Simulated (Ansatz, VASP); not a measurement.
# Two plane-wave programs on Sb

```
Sb
1.0
     0.00000    2.54765    2.54765
     2.54765    0.00000    2.54765
     2.54765    2.54765    0.00000
Sb
1
Direct
  0.00000 0.00000 0.00000
```

Alike in both runs: task single point; functional PBE; k mesh 14 × 14 × 14; occupations gaussian, width 0.1 eV; no spin polarisation.

|  | VASP | Ansatz |
| --- | --- | --- |
| version | VASP 6.6.1 | Ansatz 0.2.0 |
| potentials or method | VASP PAW PBE potentials, release 64 (Sb), cutoff 500 eV | scalar-relativistic, plane waves, PAW |
| valence electrons in the cell | 5 | 15 |

VASP gave:

| Property | Result |
| --- | --- |
| gap on the k mesh at the Fermi level (eV) | none |
| pressure (GPa) | -7.1 |

Question: Which values does Ansatz return?

Answer: gap on the k mesh at the Fermi level (eV): none; pressure (GPa): -7.0.

A gap of «none» marks a metal or a gap that the smearing closes. VASP's potentials hold 5 valence electrons a cell and Ansatz's 15, so a difference there can come from the potentials and not from the codes.

Neither program's run includes spin-orbit coupling.
